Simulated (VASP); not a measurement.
Wanted: the native input for a VASP 6.6.1 run.

```yaml
Task: single point
Functional: PBEsol
Potentials_or_basis: VASP PAW PBE potentials, release 64 (In_d, Sb)
Cutoff: 500 eV
k_mesh: 16 × 16 × 8
Occupations: gaussian, width 0.15 eV
Spin: no spin polarisation
Dipole_correction: no
Further_INCAR_settings: ALGO = Normal; EDIFF = 1e-06; NBANDS = 16
```

The structure of InSb lies in POSCAR:

```
InSb
1.0
    2.9529443536      0.0000000000      0.0000000000
    0.0000000000      2.9529443536      0.0000000000
    0.0000000000      0.0000000000      5.9292097933
In Sb
1 1
Direct
    0.0000000000      0.0000000000      0.0000000000
    0.0000000000      0.0000000000      0.5000000000
```

One way to write it, as run:

INCAR

```
SYSTEM = InSb
PREC = Accurate ; ENCUT = 500
EDIFF = 1E-6 ; ISMEAR = 0
SIGMA = 0.15 ; LREAL = .False.
LASPH = .True. ; NELM = 120
ALGO = Normal ; ISIF = 2
LWAVE = .False. ; LCHARG = .True.
GGA = PS ; LELF = .True.
LVHAR = .True. ; NBANDS = 16
GGA_COMPAT = .False.
```

KPOINTS

```
regular mesh
0
Gamma
  16 16 8
  0 0 0
```

Potentials or basis: VASP PAW PBE potentials, release 64 (In_d, Sb).

Command:

```sh
$ cat potpaw_PBE.64/In_d/POTCAR potpaw_PBE.64/Sb/POTCAR > POTCAR
$ mpirun -np 1 vasp_std > vasp.out
```

It gave:

The pressure is 5.3 GPa and the band gap on the k mesh is zero (bands 9 and 10 overlap by 6.62 eV).

Caveat: the cell stands under pressure; the PAW data sets were made with another functional, which shifts forces and pressure a little; spin-orbit coupling is left out, which moves the levels of the heavy elements.

Run time: 3.1 min on 1 thread of Intel Xeon 8259CL, with other jobs on the host, peak memory 0.31 GiB.
